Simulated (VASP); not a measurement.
A run of VASP 6.6.1 is set up as follows.

INCAR

```
SYSTEM = Sn3Se
ALGO = Normal
EDIFF = 1E-6
ENCUT = 520
GGA = PS
ISIF = 2
ISMEAR = -1
LASPH = .True.
LCHARG = .False.
LREAL = .False.
LWAVE = .False.
NBANDS = 32
NELM = 60
PREC = Accurate
SIGMA = 0.05
```

Contents of KPOINTS:

```
k-points
0
Gamma
  6 6 6
  0 0 0
```

The input POSCAR:

```
Sn3Se
1.0
    0.0000000000      3.7710388499      3.6584752400
    3.7710388499      0.0000000000      3.6584752400
    3.7710388499      3.7710388499      0.0000000000
Sn Se
3 1
Direct
    0.5000000000      0.5000000000      0.5000000000
    0.7500000000      0.7500000000      0.7500000000
    0.2500000000      0.2500000000      0.2500000000
    0.0000000000      0.0000000000      0.0000000000
```

Potentials or basis: VASP PAW PBE potentials, release 64 (Sn_d, Se).

Launch:

```bash
$ cat potpaw_PBE.64/Sn_d/POTCAR potpaw_PBE.64/Se/POTCAR > POTCAR
$ mpirun -np 1 vasp_std > vasp.out
```

(1) Estimate the band gap on the k mesh.

(2) Predict the pressure.

Results:

(1) zero (band 24 reaches 7.88 eV, above the bottom of band 25 at 5.81 eV).

(2) -3.2 GPa.

Caveat: the PAW data sets were made with another functional, which shifts forces and pressure a little; spin-orbit coupling is left out, which moves the levels of the heavy elements.
